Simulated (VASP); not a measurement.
# TiC (Fm-3m) in VASP: settings compared

TiC is run at these levels: PBE, BLYP, PBE+D3(BJ), PBEsol; tasks: single point, relaxation of cell and atoms.

Everything below comes from runs of VASP 6.6.1. Logs are shortened: lines on timing, memory, paths and dates and some standing lists are left out, and cuts for length are marked.

## Step 1: The cell of the first run

The structure is cubic, space group Fm-3m (No. 225). Conventional cell: a = 4.331 Å, b = 4.331 Å, c = 4.331 Å, α = 90.00°, β = 90.00°, γ = 90.00°. Within 2.9 Å of Ti (site symmetry m-3m) lie 6 C at 2.17 Å. C (site symmetry m-3m) has 6 Ti at 2.17 Å within 2.9 Å.

## Step 2: Single point, PBE

Contents of INCAR:

```
PREC = Accurate ; ENCUT = 520
EDIFF = 1E-6 ; ISMEAR = 0
SIGMA = 0.027000000000000003 ; LREAL = False
LASPH = True ; NELM = 100
ALGO = Normal ; ISIF = 2
LWAVE = False ; LCHARG = False
GGA = PE ; NBANDS = 15
```

Contents of KPOINTS:

```
Automatic mesh
0
Gamma
  11 11 11
```

Contents of POSCAR:

```
TiC
1.0
    0.0000000000      2.1657188437      2.1657188437
    2.1657188437      0.0000000000      2.1657188437
    2.1657188437      2.1657188437      0.0000000000
Ti C
1 1
Direct
    0.0000000000      0.0000000000      0.0000000000
    0.5000000000      0.5000000000      0.5000000000
```

Potentials or basis: VASP PAW PBE potentials, release 64 (Ti_sv, C).

The run is started by

```
$ cat potpaw_PBE.64/Ti_sv/POTCAR potpaw_PBE.64/C/POTCAR > POTCAR
$ mpirun -np 1 vasp_std > vasp.out
```

OUTCAR:

```text
PREC = Accurate
   ENCUT = 520
   EDIFF = 1E-6
   ISMEAR = 0
   LREAL = False
   LASPH = True
   NELM = 100
   ISIF = 2
   GGA = PE

 ion  position               nearest neighbor table
   1  0.000  0.000  0.000-   2 2.17   2 2.17   2 2.17   2 2.17   2 2.17   2 2.17
   2  0.500  0.500  0.500-   1 2.17   1 2.17   1 2.17   1 2.17   1 2.17   1 2.17

  LATTYP: Found a face centered cubic cell.
 ALAT       =     4.3314376874

  Lattice vectors:

 A1 = (   0.0000000000,   2.1657188437,   2.1657188437)
 A2 = (   2.1657188437,   0.0000000000,   2.1657188437)
 A3 = (   2.1657188437,   2.1657188437,   0.0000000000)

Analysis of symmetry for initial positions (statically):
=====================================================================
 Subroutine PRICEL returns:
 Original cell was already a primitive cell.

 Routine SETGRP: Setting up the symmetry group for a
 face centered cubic supercell.

 Subroutine GETGRP returns: Found 48 space group operations
[... 9 lines left out ...]

 Routine SETGRP: Setting up the symmetry group for a
 face centered cubic supercell.

 Subroutine GETGRP returns: Found 48 space group operations
[... 11 lines left out ...]
                                     Primitive cell

  volume of cell :      20.3159

  direct lattice vectors                    reciprocal lattice vectors
     0.000000000  2.165718844  2.165718844    -0.230870227  0.230870227  0.230870227
     2.165718844  0.000000000  2.165718844     0.230870227 -0.230870227  0.230870227
     2.165718844  2.165718844  0.000000000     0.230870227  0.230870227 -0.230870227

  length of vectors
     3.062788961  3.062788961  3.062788961     0.399878962  0.399878962  0.399878962

  position of ions in fractional coordinates (direct lattice)
[... 8 lines left out ...]
----------------------------------------------------------------------------------------

 KPOINTS: Automatic mesh

Automatic generation of k-mesh.
 Grid dimensions read from file:
 generate k-points for:   11   11   11

 Generating k-lattice:

  Cartesian coordinates                     Fractional coordinates (reciprocal lattice)
    -0.020988202  0.020988202  0.020988202     0.090909091  0.000000000  0.000000000
     0.020988202 -0.020988202  0.020988202     0.000000000  0.090909091  0.000000000
     0.020988202  0.020988202 -0.020988202     0.000000000  0.000000000  0.090909091

  Length of vectors
     0.036352633  0.036352633  0.036352633

  Shift w.r.t. Gamma in fractional coordinates (k-lattice)
     0.000000000  0.000000000  0.000000000

 Subroutine IBZKPT returns following result:
 ===========================================

 Found     56 irreducible k-points:

 Following reciprocal coordinates:
            Coordinates               Weight
  0.000000  0.000000  0.000000      1.000000
  0.090909  0.000000  0.000000      8.000000
  0.181818  0.000000  0.000000      8.000000
  0.272727  0.000000  0.000000      8.000000
  0.363636  0.000000  0.000000      8.000000
  0.454545  0.000000  0.000000      8.000000
[... 16 lines left out ...]
 -0.272727  0.181818  0.000000     24.000000
 -0.181818  0.181818  0.000000     12.000000
 [... further k-points ...]
   k-points           NKPTS =     56   k-points in BZ     NKDIM =     56   number of bands    NBANDS=     15
   number of dos      NEDOS =    301   number of ions     NIONS =      2
   total plane-waves  NPLWV =  13824
   dimension x,y,z NGX =    24 NGY =   24 NGZ =   24
   dimension x,y,z NGXF=    48 NGYF=   48 NGZF=   48
   ions per type =               1   1
   NGX,Y,Z   is equivalent  to a cutoff of  13.03, 13.03, 13.03 a.u.
   NGXF,Y,Z  is equivalent  to a cutoff of  26.05, 26.05, 26.05 a.u.
 SYSTEM =  unknown system
   PREC   = accura    normal or accurate (medium, high low for compatibility)
   ISTART =      0    job   : 0-new  1-cont  2-samecut
   ICHARG =      2    charge: 1-file 2-atom 10-const
   ISPIN  =      1    spin polarized calculation?
   LNONCOLLINEAR =      F non collinear calculations
   LSORBIT =      F    spin-orbit coupling
   LASPH  =      T    aspherical Exc in radial PAW
   ENCUT  =  520.0 eV  38.22 Ry    6.18 a.u.   5.69  5.69  5.69*2*pi/ulx,y,z
   NELM   =    100;   NELMIN=  2; NELMDL= -5     # of ELM steps
   EDIFF  = 0.1E-05   stopping-criterion for ELM
   LREAL  =      F    real-space projection
   EDIFFG = 0.1E-04   stopping-criterion for IOM
   NSW    =      0    number of steps for IOM
   IBRION =     -1    ionic relax: 0-MD 1-quasi-New 2-CG
   NFREE  =      0    steps in history (QN), initial steepest desc. (CG)
   ISIF   =      2    stress and relaxation
   ISYM   =      2    0-nonsym 1-usesym 2-fastsym
   POTIM  = 0.5000    time-step for ionic-motion
   TEBEG  =    0.0;   TEEND  =   0.0 temperature during run
   PSTRESS=    0.0 pullay stress
   NELECT =      16.0000    total number of electrons
   NUPDOWN=      -1.0000    fix difference up-down
   EMIN   =  10.00;   EMAX   =-10.00  energy-range for DOS
   EFERMI =   0.00;   METHOD = LEGACY
   ISMEAR =     0;   SIGMA  =   0.03  broadening in eV -4-tet -1-fermi 0-gaus
   EFERMI_NEDOS =   21; number of points for ismear=-14 and -15
   IALGO  =     38    algorithm
   IMIX   =      4    mixing-type and parameters
     AMIX     =   0.40;   BMIX     =  1.00
     AMIX_MAG =   1.60;   BMIX_MAG =  1.00
  volume/ion in A,a.u.               =      10.16        68.55
  Fermi-wavevector in a.u.,A,eV,Ry     =   1.511829  2.856943 31.097854  2.285628
  Thomas-Fermi vector in A             =   2.621834
   LORBIT       =      0    0 simple, 1 ext, 2 COOP (PROOUT), +10 PAW based schemes
   GGA     = PE    functional components
   LHFCALC =     F    Hartree Fock is set to
   AEXX    =    0.0000 exact exchange contribution
   IVDW    =     0    specifies the selected vdW correction
   LEPSILON=     F    determine dielectric tensor
   LRPA    =     F    only Hartree local field effects (RPA)
 non-spin polarized calculation
 Gauss-broadening in eV      SIGMA  =   0.03
  energy-cutoff  :      520.00
  volume of cell :       20.32
 maximum number of plane-waves:       560
   NGX = 11   NGY = 11   NGZ = 11

 number of electron      16.0000000 magnetization

 Free energy of the ion-electron system (eV)
  ---------------------------------------------------
  ext. energy  EPLUGINS =         0.00000000
  ---------------------------------------------------
  free energy    TOTEN  =       -18.70891969 eV

  energy without entropy =      -18.70861872  energy(sigma->0) =      -18.70876920

 E-fermi :   9.5500     XC(G=0): -12.6980

 val. band max:        9.3402480705   @ k =   0.4545   0.4545   0.0000
 cond. band min:       9.5670098627   @ k =   0.0909   0.0000   0.0000
 fundamental gap:      0.2267617923
 Fermi energy:         9.5499968984

 k-point     1 :       0.0000    0.0000    0.0000
  band No.  band energies     occupation
      1     -47.1786      2.00000
      2     -23.2026      2.00000
      3     -23.2026      2.00000
      4     -23.2026      2.00000
      5      -2.9843      2.00000
      6      10.1047      0.00000
      7      10.1047      0.00000
      8      10.1047      0.00000
      9      11.0901      0.00000
     10      11.0901      0.00000
     11      11.0901      0.00000
     12      11.1238      0.00000
     13      11.1238      0.00000
     14      19.8949      0.00000
     15      23.4449      0.00000

 k-point     2 :       0.0909    0.0000    0.0000
  band No.  band energies     occupation
      1     -47.1729      2.00000
      2     -23.2434      2.00000
      3     -23.2065      2.00000
      4     -23.2065      2.00000
      5      -2.7982      2.00000
      6       9.2908      2.00000
      7       9.5670      0.37287
      8       9.5670      0.37285
      9      10.4297      0.00000
     10      10.4297      0.00000
     11      11.4839      0.00000
     12      12.5920      0.00000
     13      12.5920      0.00000
     14      20.2171      0.00000
     15      23.5007      0.00000

 k-point     3 :       0.1818    0.0000    0.0000
  band No.  band energies     occupation
      1     -47.1575      2.00000
      2     -23.3515      2.00000
      3     -23.2167      2.00000
      4     -23.2167      2.00000
      5      -2.2644      2.00000
      6       7.8518      2.00000
      7       8.4332      2.00000
      8       8.4332      2.00000
      9      10.7729      0.00000
     10      10.7729      0.00000
     11      11.9187      0.00000
     12      14.1403      0.00000
     13      14.1403      0.00000
     14      20.7416      0.00000
     15      23.4751      0.00000

 k-point     4 :       0.2727    0.0000    0.0000
  band No.  band energies     occupation
      1     -47.1372      2.00000
      2     -23.4903      2.00000
      3     -23.2301      2.00000
      4     -23.2301      2.00000
      5      -1.4531      2.00000
      6       6.2913      2.00000
      7       7.5147      2.00000
      8       7.5147      2.00000
      9      11.3216      0.00000
     10      11.3216      0.00000
     11      12.3562      0.00000
     12      15.5914      0.00000
     13      15.5914      0.00000
     14      20.2350      0.00000
     15      24.0274      0.00000

 k-point     5 :       0.3636    0.0000    0.0000
  band No.  band energies     occupation
      1     -47.1185      2.00000
      2     -23.6153      2.00000
      3     -23.2424      2.00000
      4     -23.2424      2.00000
      5      -0.4885      2.00000
      6       4.8285      2.00000
      7       6.8815      2.00000
      8       6.8815      2.00000
      9      11.8938      0.00000
     10      11.8938      0.00000
     11      12.9021      0.00000
     12      16.7717      0.00000
     13      16.7717      0.00000
     14      18.8855      0.00000
     15      25.2067      0.00000

 k-point     6 :       0.4545    0.0000    0.0000
  band No.  band energies     occupation
      1     -47.1073      2.00000
      2     -23.6886      2.00000
      3     -23.2497      2.00000
      4     -23.2497      2.00000
      5       0.3453      2.00000
      6       3.7533      2.00000
      7       6.5594      2.00000
      8       6.5594      2.00000
      9      12.2728      0.00000
     10      12.2728      0.00000
     11      13.4168      0.00000
     12      17.4689      0.00000
     13      17.4689      0.00000
     14      17.7964      0.00000
     15      24.4214      0.00000

 k-point     7 :       0.0909    0.0909    0.0000
  band No.  band energies     occupation
      1     -47.1710      2.00000
      2     -23.2404      2.00000
      3     -23.2160      2.00000
      4     -23.2160      2.00000
      5      -2.7404      2.00000
      6       8.8825      2.00000
      7       9.6195      0.00027
      8       9.6195      0.00027
      9       9.8747      0.00000
     10      11.1969      0.00000
     11      11.7777      0.00000
[... 226 lines left out ...]
      4     -23.2891      2.00000
      5      -0.2086      2.00000
      6       4.7953      2.00000
      7       6.6027      2.00000
      8       7.3099      2.00000
      9      11.1059      0.00000
     10      12.4624      0.00000
     11      13.2614      0.00000
     12      15.4588      0.00000
     13      16.5130      0.00000
     14      20.4917      0.00000
     15      24.1311      0.00000

 k-point    21 :      -0.4545    0.1818    0.0000
  band No.  band energies     occupation
      1     -47.0969      2.00000
      2     -23.6434      2.00000
      3     -23.3467      2.00000
      4     -23.2800      2.00000
      5       0.2354      2.00000
      6       4.3193      2.00000
      7       6.4238      2.00000
      8       6.9036      2.00000
      9      11.8269      0.00000
     10      12.3724      0.00000
     11      13.2703      0.00000
     12      16.1670      0.00000
     13      16.4966      0.00000
     14      19.8156      0.00000
     15      23.7488      0.00000

 k-point    22 :      -0.3636    0.1818    0.0000
  band No.  band energies     occupation
      1     -47.1006      2.00000
      2     -23.6206      2.00000
      3     -23.3591      2.00000
      4     -23.2619      2.00000
      5       0.0988      2.00000
      6       4.4597      2.00000
      7       6.5629      2.00000
      8       6.7599      2.00000
      9      11.9608      0.00000
     10      12.3071      0.00000
     11      13.2246      0.00000
     12      15.4578      0.00000
     13      17.2340      0.00000
     14      19.7830      0.00000
     15      23.4486      0.00000

 k-point    23 :      -0.2727    0.1818    0.0000
  band No.  band energies     occupation
      1     -47.1131      2.00000
      2     -23.5549      2.00000
      3     -23.3483      2.00000
      4     -23.2404      2.00000
      5      -0.5229      2.00000
      6       5.1897      2.00000
      7       6.8825      2.00000
      8       6.9323      2.00000
      9      11.4246      0.00000
     10      12.3707      0.00000
     11      13.1815      0.00000
     12      14.5335      0.00000
     13      17.3199      0.00000
     14      20.4792      0.00000
     15      23.0240      0.00000

 k-point    24 :      -0.1818    0.1818    0.0000
  band No.  band energies     occupation
      1     -47.1304      2.00000
      2     -23.4741      2.00000
      3     -23.3095      2.00000
      4     -23.2224      2.00000
      5      -1.2646      2.00000
      6       6.1674      2.00000
      7       7.2483      2.00000
      8       7.4805      2.00000
      9      10.9575      0.00000
     10      12.0617      0.00000
     11      12.9815      0.00000
     12      13.7698      0.00000
     13      16.6607      0.00000
     14      21.1958      0.00000
     15      22.8988      0.00000

 [... further k-points ...]
[... 5 lines left out ...]
  --------------------------------------------------------------------------------------
  -------------------------------------------------------------------------------------
  Total        0.0623974      0.0623974      0.0623974      0.0000000      0.0000000      0.0000000
  in kB        4.9208622      4.9208622      4.9208622      0.0000000      0.0000000      0.0000000
  external PRESSURE =       4.9208622 kB  Pullay stress =       0.0000000 kB

 VOLUME and BASIS-vectors are now :
 -----------------------------------------------------------------------------
  energy-cutoff  :      520.00
  volume of cell :       20.32
      direct lattice vectors                 reciprocal lattice vectors
     0.000000000  2.165718844  2.165718844    -0.230870227  0.230870227  0.230870227
     2.165718844  0.000000000  2.165718844     0.230870227 -0.230870227  0.230870227
     2.165718844  2.165718844  0.000000000     0.230870227  0.230870227 -0.230870227

 POSITION                                       TOTAL-FORCE (eV/Angst)
 -----------------------------------------------------------------------------------
      0.00000      0.00000      0.00000         0.000000     -0.000000      0.000000
      2.16572      2.16572      2.16572        -0.000000      0.000000     -0.000000
 -----------------------------------------------------------------------------------
    total drift:                                0.000000     -0.000000     -0.000000

  FREE ENERGIE OF THE ION-ELECTRON SYSTEM (eV)
  ---------------------------------------------------
  free  energy   TOTEN  =       -18.7089196870 eV

  energy  without entropy=      -18.7086187229  energy(sigma->0) =      -18.70876920
```

Wall time 42 s (1 thread of AMD EPYC 7R13, shared host); peak memory 0.12 GiB.

What came out:

```
Free energy            : -18.7089 eV
Pressure               : 0.5 GPa
Band gap on the k mesh : zero (band 8 reaches 10.10 eV, above the bottom of band 9 at 9.00 eV)
```

[end of part 1 of 2]
